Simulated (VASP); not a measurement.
Write the native input for VASP 6.6.1 that does the following.

| Quantity | Value |
| --- | --- |
| Task | single point |
| Functional | PBE |
| Dispersion | D4 |
| Potentials or basis | VASP PAW PBE potentials, release 64 (Si, Mo_sv) |
| Cutoff | 520 eV |
| k mesh | 10 × 10 × 10 |
| Occupations | gaussian, width 0.05 eV |
| Spin | no spin polarisation |
| Dipole correction | no |
| Further INCAR settings | ALGO = Normal; EDIFF = 1e-06; NBANDS = 18 |

The structure of Si2Mo lies in POSCAR:

```
Si2Mo
1.0
   -1.5810429570      1.5810429570      3.8787022665
    1.5810429570     -1.5810429570      3.8787022665
    1.5810429570      1.5810429570     -3.8787022665
Si Mo
2 1
Direct
    0.3346846690      0.3346846690      0.0000000000
    0.6653153310      0.6653153310      0.0000000000
    0.0000000000      0.0000000000      0.0000000000
```

The input as run:

INCAR

```
ALGO = Normal
EDIFF = 1E-6
ENCUT = 520
GGA = PE
ISIF = 2
ISMEAR = 0
IVDW = 13
LASPH = T
LCHARG = F
LREAL = F
LWAVE = F
NBANDS = 18
NELM = 80
PREC = Accurate
SIGMA = 0.05
```

KPOINTS

```
k-points
0
Gamma
  10 10 10
```

Potentials or basis: VASP PAW PBE potentials, release 64 (Si, Mo_sv).

Command:

```bash
$ cat potpaw_PBE.64/Si/POTCAR potpaw_PBE.64/Mo_sv/POTCAR > POTCAR
$ mpirun -np 1 vasp_std > vasp.out
```

Results of the run:

```yaml
Pressure: 4.8 GPa
Largest_force: 0.010 eV/Å
Band_gap_on_the_k_mesh: zero (bands 11 and 12 overlap by 0.97 eV)
Dispersion_energy_per_atom: -0.572 eV
```

Caveat: the cell stands under pressure.

Run time: 2.1 min on 1 thread of Intel Xeon 8259CL, with other jobs on the host, peak memory 0.24 GiB.
